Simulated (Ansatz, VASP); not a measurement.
**Si7Ge in VASP and in Ansatz**

```
Si Ge
1.0
     5.46797    0.00000    0.00000
     0.00000    5.46797    0.00000
     0.00000    0.00000    5.46797
Si Ge
7 1
Direct
  0.27203 0.27203 0.21323
  0.00000 0.50000 0.50000
  0.50000 0.50000 0.00000
  0.50000 0.00000 0.50000
  0.72797 0.27203 0.78677
  0.72797 0.72797 0.21323
  0.27203 0.72797 0.78677
  0.00000 0.00000 0.00000
```

Change from the starting cell: mode 14 (415.5 1/cm) frozen in, largest displacement +0.263 Å.

Alike in both runs: task single point; functional r2SCAN; k mesh 6 × 6 × 6; occupations gaussian, width 0.05 eV; no spin polarisation.

```csv
,VASP,Ansatz
version,VASP 6.6.1,Ansatz 0.2.0
potentials or method,"VASP PAW PBE potentials, release 64 (Si, Ge_d), cutoff 520 eV","scalar-relativistic, plane waves, PAW"
valence electrons in the cell,42,42
```

Ansatz gave:

| Item | Value |
| --- | --- |
| gap on the k mesh at the Fermi level (eV) | none |
| pressure (GPa) | 4.0 |
| traceless stress, the component that is largest in VASP (GPa) | -1.80 |
| rms of the force components (eV/Å) | 2.285 |

Which values does VASP return?

gap on the k mesh at the Fermi level (eV): none; pressure (GPa): 3.8; traceless stress, the component that is largest in VASP (GPa): -1.81; rms of the force components (eV/Å): 2.278.

VASP's potentials were made for PBE, not for r2SCAN. Atom by atom the forces differ by 0.010 eV/Å (rms over components). A gap of «none» marks a metal or a gap that the smearing closes.
